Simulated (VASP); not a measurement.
Crystal: MnF2.

```
F Mn
1.0
     4.85090    0.00000    0.00000
     0.00000    4.85090    0.00000
     0.00000    0.00000    3.30430
F Mn
4 2
Direct
  0.30460 0.30460 0.00000
  0.19540 0.80460 0.50000
  0.69540 0.69540 0.00000
  0.80460 0.19540 0.50000
  0.00000 0.00000 0.00000
  0.50000 0.50000 0.50000
```

Base run:

- Program: VASP 6.6.1
- Functional: PBE
- Potentials or basis: VASP PAW PBE potentials, release 64 (F, Mn_pv)
- Cutoff: 520 eV
- k mesh: 5 × 5 × 6
- Occupations: gaussian, width 0.02 eV
- Spin: collinear spin, ferromagnetic start
- Starting moments: [0.0, 0.0, 0.0, 0.0, 4.0, 4.0] μB
- Fixed moment: 8 μB
- Hubbard terms: Mn d U = 3.9 eV

Its results: pressure 0.9 GPa; site moments F +0.01; Mn +3.84 μB; largest force 0.598 eV/Å.

Question: The run is repeated on the same cell with these changes: fixed moment from 8 μB to 4 μB; moments at the start from [0.0, 0.0, 0.0, 0.0, 4.0, 4.0] to [0.0, 0.0, 0.0, 0.0, 2.0, 2.0]. What comes out?

Answer: Pressure -2.7 GPa; site moments F -0.01; Mn +1.94 μB; largest force 0.199 eV/Å.

Caveats: the total moment is fixed, so each spin has its own Fermi level and the state may be an excited one; the run started ferromagnetic, and an antiferromagnetic order may lie lower in energy.
